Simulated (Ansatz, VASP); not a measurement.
# CsCl in VASP and in Ansatz

```
Cs Cl
1.0
     4.14068    0.00000    0.00000
     0.00000    4.14068    0.00000
     0.00000    0.00000    4.14068
Cs Cl
1 1
Direct
  0.00000 0.00000 0.00000
  0.50000 0.50000 0.50000
```

Alike in both runs: task single point; functional r2SCAN; k mesh 6 × 6 × 6; no spin polarisation.

```csv
,VASP,Ansatz
version,VASP 6.6.1,Ansatz 0.2.0
potentials or method,"VASP PAW PBE potentials, release 64 (Cs_sv, Cl)","plane waves, PAW"
plane-wave cutoff (eV),550,500
occupations,"gaussian, width 0.01 eV",fixed
valence electrons in the cell,16,16
```

|  | VASP | Ansatz | Ansatz less VASP |
| --- | --- | --- | --- |
| gap on the k mesh at the Fermi level (eV) | 5.91 | 5.91 | +0.003 |
| pressure (GPa) | 0.0 | 0.0 | -0.04 |

VASP's potentials were made for PBE, not for r2SCAN.

Neither program's run includes spin-orbit coupling.
